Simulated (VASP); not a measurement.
Bi, 1 atom in the cell. Symmetry: Im-3m, No. 229, cubic system. The conventional cell has a = 3.638 Å, b = 3.638 Å, c = 3.638 Å, α = 90.00°, β = 90.00°, γ = 90.00°. Within 4.1 Å of Bi (site symmetry m-3m) lie 14 Bi at 3.15 to 3.64 Å. This isn't the form of Bi at room conditions, which is rhombohedral.

- Program: VASP 6.6.1
- Task: single point
- Functional: LDA
- Potentials or basis: VASP PAW LDA potentials, release 64 (Bi_d)
- Cutoff: 520 eV
- k mesh: 20 × 20 × 20
- Occupations: gaussian, width 0.05 eV
- Spin: no spin polarisation
- Dipole correction: no
- Further INCAR settings: ALGO = Fast; EDIFF = 1e-07; NBANDS = 14

Potentials or basis: VASP PAW LDA potentials, release 64 (Bi_d).

The run is started by

```bash
$ cat potpaw_LDA.64/Bi_d/POTCAR > POTCAR
$ mpirun -np 1 vasp_std > vasp.out
```

Hardware: 1 thread of Intel(R) Xeon(R) 6975P-C (Granite Rapids), on a shared host.

**Question.** How long does it take, and how much memory?

**Answer.** Run time: 30 s on 1 thread of Intel(R) Xeon(R) 6975P-C (Granite Rapids), on a shared host, peak memory 0.18 GiB. Counts: scf iterations 16, k points 256.
